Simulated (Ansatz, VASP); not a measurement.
## CuSn3: VASP beside Ansatz

```
Cu Sn
1.0
     0.00000    3.59008    3.59008
     3.59008    0.00000    3.59008
     3.59008    3.59008    0.00000
Cu Sn
1 3
Direct
  0.00000 0.00000 0.00000
  0.50000 0.50000 0.50000
  0.25000 0.25000 0.25000
  0.75000 0.75000 0.75000
```

Alike in both runs: task relaxation of cell and atoms; functional PBE; k mesh 4 × 4 × 4; occupations gaussian, width 0.1 eV; no spin polarisation.

```csv
,VASP,Ansatz
version,VASP 6.6.1,Ansatz 0.2.0
potentials or method,"VASP PAW PBE potentials, release 64 (Cu, Sn_d), cutoff 600 eV","scalar-relativistic, plane waves, PAW"
valence electrons in the cell,53,61
```

```csv
,VASP,Ansatz,Ansatz less VASP
"gap on the k mesh at the Fermi level, each at its own relaxed structure (eV)",none,none,-
relaxed volume (Å³/atom),23.87,23.88,+0.005
relaxed length of the cell vector where the two differ most in proportion (Å),5.131,5.131,+0.0003
```

A gap of «none» marks a metal or a gap that the smearing closes. VASP's potentials hold 53 valence electrons a cell and Ansatz's 61, so a difference there can come from the potentials and not from the codes.

The k mesh is coarse, so the values compare programs but aren't converged.
